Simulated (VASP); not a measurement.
A run of VASP 6.6.1:

POSCAR

```
AlN
1.0
    0.0000000000      2.1839935596      2.1839935596
    2.1839935596      0.0000000000      2.1839935596
    2.1839935596      2.1839935596      0.0000000000
Al N
1 1
Direct
    0.0000000000      0.0000000000      0.0000000000
    0.8186815212      0.6813184788      0.6813184788
```

Contents of INCAR.step1:

```
PREC = Accurate ; ENCUT = 520
ISMEAR = 0 ; SIGMA = 0.05
LREAL = F ; LASPH = T
NELM = 100 ; NBANDS = 11
GGA = PE ; ALGO = Normal
EDIFF = 1E-4 ; LWAVE = T
LCHARG = F
```

Contents of INCAR.step2:

```
PREC = Accurate ; ENCUT = 520
EDIFF = 1E-6 ; ISMEAR = 0
SIGMA = 0.05 ; LREAL = F
LASPH = T ; NELM = 100
ALGO = Normal ; ISIF = 2
LWAVE = F ; LCHARG = F
METAGGA = R2SCAN ; LMIXTAU = T
NBANDS = 11 ; ISTART = 1
```

The input KPOINTS:

```
Automatic mesh
0
Gamma
  10 10 10
```

Potentials or basis: VASP PAW PBE potentials, release 64 (Al, N).

Command:

```console
$ cat potpaw_PBE.64/Al/POTCAR potpaw_PBE.64/N/POTCAR > POTCAR
$ cp INCAR.step1 INCAR
$ mpirun -np 1 vasp_std > vasp.out
$ cp INCAR.step2 INCAR
$ mpirun -np 1 vasp_std > vasp.out
```

Hardware: 1 thread of Intel(R) Xeon(R) Platinum 8488C (Sapphire Rapids) (shared host).

Estimate the wall time of this run.

It took 65 s on 1 thread of Intel(R) Xeon(R) Platinum 8488C (Sapphire Rapids) (shared host), peak memory 0.16 GiB. Counts: k points 171.
